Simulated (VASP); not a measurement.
# C (Fd-3m) in VASP: relaxation of cell and atoms with LDA

Aim: the relaxation of cell and atoms of C with LDA.

Program: VASP 6.6.1. These are calculated values, not measurements. Logs are shortened: lines on timing, memory, paths and dates and some standing lists are left out, and cuts for length are marked.

### 1 The cell of the first run

Symmetry: Fd-3m, No. 227, cubic system. Conventional cell: a = 3.532 Å, b = 3.532 Å, c = 3.532 Å, α = 90.00°, β = 90.00°, γ = 90.00°. Within 2.0 Å of C (site symmetry -43m) lie 4 C at 1.53 Å.

### 2 Relaxation of cell and atoms, LDA

INCAR

```
  PREC = Accurate
  ENCUT = 600
  EDIFF = 1E-7
  ISMEAR = 0
  SIGMA = 0.02
  LREAL = False
  LASPH = True
  NELM = 120
  ALGO = Normal
  ISIF = 3
  LWAVE = False
  LCHARG = False
  GGA = CA
  IBRION = 2
  NSW = 100
  EDIFFG = -0.002
  GGA_COMPAT = False
  NELMIN = 4
```

KPOINTS

```
regular mesh
0
Gamma
  12 12 12
```

POSCAR

```
C
1.0
    0.0000000000      1.7657957124      1.7657957124
    1.7657957124      0.0000000000      1.7657957124
    1.7657957124      1.7657957124      0.0000000000
C
2
Direct
    0.0000000000      0.0000000000      0.0000000000
    0.2500000000      0.2500000000      0.2500000000
```

Potentials or basis: VASP PAW LDA potentials, release 64 (C).

Command:

```sh
$ cat potpaw_LDA.64/C/POTCAR > POTCAR
$ mpirun -np 1 vasp_std > vasp.out
```

OUTCAR:

```text
PREC = Accurate
   ENCUT = 600
   EDIFF = 1E-7
   ISMEAR = 0
   LREAL = False
   LASPH = True
   NELM = 120
   ISIF = 3
   GGA = CA
   IBRION = 2
   NSW = 100
   EDIFFG = -0.002
   NELMIN = 4

 ion  position               nearest neighbor table
   1  0.000  0.000  0.000-   2 1.53   2 1.53   2 1.53   2 1.53
   2  0.250  0.250  0.250-   1 1.53   1 1.53   1 1.53   1 1.53

  LATTYP: Found a face centered cubic cell.
 ALAT       =     3.5315914248

  Lattice vectors:

 A1 = (   0.0000000000,   1.7657957124,   1.7657957124)
 A2 = (   1.7657957124,   0.0000000000,   1.7657957124)
 A3 = (   1.7657957124,   1.7657957124,   0.0000000000)

Analysis of symmetry for initial positions (statically):
=====================================================================
 Subroutine PRICEL returns:
 Original cell was already a primitive cell.

 Routine SETGRP: Setting up the symmetry group for a
 face centered cubic supercell.

 Subroutine GETGRP returns: Found 48 space group operations
 (whereof 24 operations were pure point group operations)
 out of a pool of 48 trial point group operations.

The static configuration has the point symmetry T_d .
 The point group associated with its full space group is O_h .

Analysis of symmetry for dynamics (positions and initial velocities):
=====================================================================
 Subroutine PRICEL returns:
 Original cell was already a primitive cell.

 Routine SETGRP: Setting up the symmetry group for a
 face centered cubic supercell.

 Subroutine GETGRP returns: Found 48 space group operations
 (whereof 24 operations were pure point group operations)
 out of a pool of 48 trial point group operations.

The dynamic configuration has the point symmetry T_d .
 The point group associated with its full space group is O_h .

 Subroutine INISYM returns: Found 48 space group operations
 (whereof 24 operations are pure point group operations),
 and found     1 'primitive' translations

----------------------------------------------------------------------------------------

                                     Primitive cell

  volume of cell :      11.0116

  direct lattice vectors                    reciprocal lattice vectors
     0.000000000  1.765795712  1.765795712    -0.283158463  0.283158463  0.283158463
     1.765795712  0.000000000  1.765795712     0.283158463 -0.283158463  0.283158463
     1.765795712  1.765795712  0.000000000     0.283158463  0.283158463 -0.283158463

  length of vectors
     2.497212245  2.497212245  2.497212245     0.490444845  0.490444845  0.490444845

  position of ions in fractional coordinates (direct lattice)
     0.000000000  0.000000000  0.000000000
     0.250000000  0.250000000  0.250000000

  ion indices of the primitive-cell ions
   primitive index   ion index
                 1           1
                 2           2

----------------------------------------------------------------------------------------

 KPOINTS: regular mesh

Automatic generation of k-mesh.
 Grid dimensions read from file:
 generate k-points for:   12   12   12

 Generating k-lattice:

  Cartesian coordinates                     Fractional coordinates (reciprocal lattice)
    -0.023596539  0.023596539  0.023596539     0.083333333  0.000000000  0.000000000
     0.023596539 -0.023596539  0.023596539     0.000000000  0.083333333  0.000000000
     0.023596539  0.023596539 -0.023596539     0.000000000  0.000000000  0.083333333

  Length of vectors
     0.040870404  0.040870404  0.040870404

  Shift w.r.t. Gamma in fractional coordinates (k-lattice)
     0.000000000  0.000000000  0.000000000

 Subroutine IBZKPT returns following result:
 ===========================================

 Found     72 irreducible k-points:

 Following reciprocal coordinates:
            Coordinates               Weight
  0.000000  0.000000  0.000000      1.000000
  0.083333  0.000000  0.000000      8.000000
  0.166667  0.000000  0.000000      8.000000
  0.250000  0.000000  0.000000      8.000000
  0.333333  0.000000  0.000000      8.000000
  0.416667  0.000000  0.000000      8.000000
[... 16 lines left out ...]
  0.500000  0.166667  0.000000     24.000000
 -0.416667  0.166667  0.000000     24.000000
 [... further k-points ...]
   k-points           NKPTS =     72   k-points in BZ     NKDIM =     72   number of bands    NBANDS=      8
   number of dos      NEDOS =    301   number of ions     NIONS =      2
   total plane-waves  NPLWV =   8000
   dimension x,y,z NGX =    20 NGY =   20 NGZ =   20
   dimension x,y,z NGXF=    40 NGYF=   40 NGZF=   40
   ions per type =               2
   NGX,Y,Z   is equivalent  to a cutoff of  13.31, 13.31, 13.31 a.u.
   NGXF,Y,Z  is equivalent  to a cutoff of  26.63, 26.63, 26.63 a.u.
 SYSTEM =  unknown system
   PREC   = accura    normal or accurate (medium, high low for compatibility)
   ISTART =      0    job   : 0-new  1-cont  2-samecut
   ICHARG =      2    charge: 1-file 2-atom 10-const
   ISPIN  =      1    spin polarized calculation?
   LNONCOLLINEAR =      F non collinear calculations
   LSORBIT =      F    spin-orbit coupling
   LASPH  =      T    aspherical Exc in radial PAW
   ENCUT  =  600.0 eV  44.10 Ry    6.64 a.u.   4.99  4.99  4.99*2*pi/ulx,y,z
   NELM   =    120;   NELMIN=  4; NELMDL= -5     # of ELM steps
   EDIFF  = 0.1E-06   stopping-criterion for ELM
   LREAL  =      F    real-space projection
   EDIFFG = -.2E-02   stopping-criterion for IOM
   NSW    =    100    number of steps for IOM
   IBRION =      2    ionic relax: 0-MD 1-quasi-New 2-CG
   NFREE  =      1    steps in history (QN), initial steepest desc. (CG)
   ISIF   =      3    stress and relaxation
   ISYM   =      2    0-nonsym 1-usesym 2-fastsym
   POTIM  = 0.5000    time-step for ionic-motion
   TEBEG  =    0.0;   TEEND  =   0.0 temperature during run
   PSTRESS=    0.0 pullay stress
   NELECT =       8.0000    total number of electrons
   NUPDOWN=      -1.0000    fix difference up-down
   EMIN   =  10.00;   EMAX   =-10.00  energy-range for DOS
   EFERMI =   0.00;   METHOD = LEGACY
   ISMEAR =     0;   SIGMA  =   0.02  broadening in eV -4-tet -1-fermi 0-gaus
   EFERMI_NEDOS =   21; number of points for ismear=-14 and -15
   IALGO  =     38    algorithm
   IMIX   =      4    mixing-type and parameters
     AMIX     =   0.40;   BMIX     =  1.00
     AMIX_MAG =   1.60;   BMIX_MAG =  1.00
  volume/ion in A,a.u.               =       5.51        37.16
  Fermi-wavevector in a.u.,A,eV,Ry     =   1.471706  2.781121 29.469108  2.165918
  Thomas-Fermi vector in A             =   2.586809
   LORBIT       =      0    0 simple, 1 ext, 2 COOP (PROOUT), +10 PAW based schemes
   GGA     = CA    functional components
   LHFCALC =     F    Hartree Fock is set to
   AEXX    =    0.0000 exact exchange contribution
   IVDW    =     0    specifies the selected vdW correction
   LEPSILON=     F    determine dielectric tensor
   LRPA    =     F    only Hartree local field effects (RPA)
 conjugate gradient relaxation of ions
 non-spin polarized calculation
 Gauss-broadening in eV      SIGMA  =   0.02
  energy-cutoff  :      600.00
  volume of cell :       11.01
 maximum number of plane-waves:       380
   NGX =  9   NGY =  9   NGZ =  9

--------------------------------------- Ionic step        1  -------------------------------------------

 number of electron       7.9999998 magnetization

 Free energy of the ion-electron system (eV)
  ---------------------------------------------------
  ext. energy  EPLUGINS =         0.00000000
  ---------------------------------------------------
  free energy    TOTEN  =       -20.25206471 eV

  energy without entropy =      -20.25206471  energy(sigma->0) =      -20.25206471

------------------------ aborting loop because EDIFF is reached ----------------------------------------

  FORCE on cell =-STRESS in cart. coord.  units (eV):
  Direction    XX          YY          ZZ          XY          YZ          ZX
  --------------------------------------------------------------------------------------
  -------------------------------------------------------------------------------------
  Total        0.0612932      0.0612932      0.0612932     -0.0000000      0.0000000     -0.0000000
  in kB        8.9180876      8.9180876      8.9180876     -0.0000000      0.0000000     -0.0000000
  external PRESSURE =       8.9180876 kB  Pullay stress =       0.0000000 kB

 VOLUME and BASIS-vectors are now :
 -----------------------------------------------------------------------------
  energy-cutoff  :      600.00
  volume of cell :       11.01
      direct lattice vectors                 reciprocal lattice vectors
     0.000000000  1.765795712  1.765795712    -0.283158463  0.283158463  0.283158463
     1.765795712  0.000000000  1.765795712     0.283158463 -0.283158463  0.283158463
     1.765795712  1.765795712  0.000000000     0.283158463  0.283158463 -0.283158463
[... 37 lines left out ...]
 POSITION                                       TOTAL-FORCE (eV/Angst)
 -----------------------------------------------------------------------------------
      0.00000      0.00000      0.00000         0.000000      0.000000      0.000000
      0.88420      0.88420      0.88420        -0.000000     -0.000000     -0.000000
 -----------------------------------------------------------------------------------
    total drift:                                0.000000      0.000000      0.000000

  FREE ENERGIE OF THE ION-ELECTRON SYSTEM (eV)
  ---------------------------------------------------
  free  energy   TOTEN  =       -20.2520219371 eV

  energy  without entropy=      -20.2520219371  energy(sigma->0) =      -20.25202194

--------------------------------------- Ionic step        3  -------------------------------------------

 number of electron       7.9999998 magnetization

 Free energy of the ion-electron system (eV)
  ---------------------------------------------------
  ext. energy  EPLUGINS =         0.00000000
  ---------------------------------------------------
  free energy    TOTEN  =       -20.25212338 eV

  energy without entropy =      -20.25212338  energy(sigma->0) =      -20.25212338

 E-fermi :  10.2342     XC(G=0): -13.6345

 val. band max:       10.1327786559   @ k =   0.0000   0.0000   0.0000
 cond. band min:      14.3257163445   @ k =   0.3333   0.3333   0.0000
 fundamental gap:      4.1929376886
 Fermi energy:        10.2341993677

 k-point     1 :       0.0000    0.0000    0.0000
  band No.  band energies     occupation
      1     -11.5589      2.00000
      2      10.1328      2.00000
      3      10.1328      2.00000
      4      10.1328      2.00000
      5      15.7539      0.00000
      6      15.7539      0.00000
      7      15.7539      0.00000
      8      24.3288      0.00000

 k-point     2 :       0.0833    0.0000    0.0000
  band No.  band energies     occupation
      1     -11.3633      2.00000
      2       8.8931      2.00000
      3       9.8009      2.00000
      4       9.8009      2.00000
      5      16.1876      0.00000
      6      16.1876      0.00000
      7      16.5049      0.00000
      8      24.4383      0.00000
[... 221 lines left out ...]
 k-point    23 :       0.5000    0.1667    0.0000
  band No.  band energies     occupation
      1      -5.6472      2.00000
      2      -2.0730      2.00000
      3       5.0881      2.00000
      4       6.0685      2.00000
      5      17.2762      0.00000
      6      20.9574      0.00000
      7      21.7724      0.00000
      8      24.5271      0.00000

 k-point    24 :      -0.4167    0.1667    0.0000
  band No.  band energies     occupation
      1      -5.1746      2.00000
      2      -2.6335      2.00000
      3       4.5851      2.00000
      4       6.4585      2.00000
      5      17.7219      0.00000
      6      20.4588      0.00000
      7      21.7555      0.00000
      8      25.7088      0.00000

 [... further k-points ...]
[... 5 lines left out ...]
  --------------------------------------------------------------------------------------
  -------------------------------------------------------------------------------------
  Total        0.0001068      0.0001068      0.0001068     -0.0000000     -0.0000000     -0.0000000
  in kB        0.0155124      0.0155124      0.0155124     -0.0000000     -0.0000000     -0.0000000
  external PRESSURE =       0.0155124 kB  Pullay stress =       0.0000000 kB

 VOLUME and BASIS-vectors are now :
 -----------------------------------------------------------------------------
  energy-cutoff  :      600.00
  volume of cell :       11.03
      direct lattice vectors                 reciprocal lattice vectors
    -0.000000000  1.766924011  1.766924011    -0.282977648  0.282977648  0.282977648
     1.766924011  0.000000000  1.766924011     0.282977648 -0.282977648  0.282977648
     1.766924011  1.766924011 -0.000000000     0.282977648  0.282977648 -0.282977648

 POSITION                                       TOTAL-FORCE (eV/Angst)
 -----------------------------------------------------------------------------------
      0.00000      0.00000      0.00000         0.000000     -0.000000     -0.000000
      0.88346      0.88346      0.88346        -0.000000      0.000000      0.000000
 -----------------------------------------------------------------------------------
    total drift:                                0.000000      0.000000      0.000000

  FREE ENERGIE OF THE ION-ELECTRON SYSTEM (eV)
  ---------------------------------------------------
  free  energy   TOTEN  =       -20.2521233814 eV

  energy  without entropy=      -20.2521233814  energy(sigma->0) =      -20.25212338

 reached required accuracy - stopping structural energy minimisation
```

Wall time 9.3 s (1 thread of AMD EPYC 7R43 (Zen 3), shared host); peak memory 0.08 GiB.

Results:

| Quantity | Value |
| --- | --- |
| Free energy | -20.2521 eV |
| Relaxed volume | 5.52 Å³/atom |
| Relaxed cell | a = 2.499 Å, b = 2.499 Å, c = 2.499 Å, α = 60.00°, β = 60.00°, γ = 60.00° |
| Space group after relaxing (to 0.05 Å) | Fd-3m (No. 227) |
| Energy gained by relaxing | 0.0 meV/atom |
| Ionic steps | 3 |
| Pressure after relaxing | 0.0 GPa |
| Band gap on the k mesh | 4.19 eV, indirect (least direct gap 5.62 eV) |

Final structure:
```
CELL_PARAMETERS angstrom
0.00000 1.76692 1.76692
1.76692 0.00000 1.76692
1.76692 1.76692 0.00000
ATOMIC_POSITIONS crystal
C 0.00000 0.00000 0.00000
C 0.25000 0.25000 0.25000
```

Levels at points of the mesh, in eV from the valence-band top:
| k point | band 2 | band 3 | band 4 | band 5 | band 6 | band 7 |
| --- | --- | --- | --- | --- | --- | --- |
| (0.00, 0.00, 0.00) | 0.00 | 0.00 | 0.00 | 5.62 | 5.62 | 5.62 |
| (0.50, 0.00, 0.00) | -13.67 | -2.86 | -2.86 | 8.50 | 8.50 | 9.40 |
| (0.50, 0.50, 0.00) | -12.81 | -6.46 | -6.46 | 4.77 | 4.77 | 17.05 |

A k mesh can miss the band edges. Expect the measured gap to be larger: semilocal functionals such as LDA lack the derivative discontinuity.
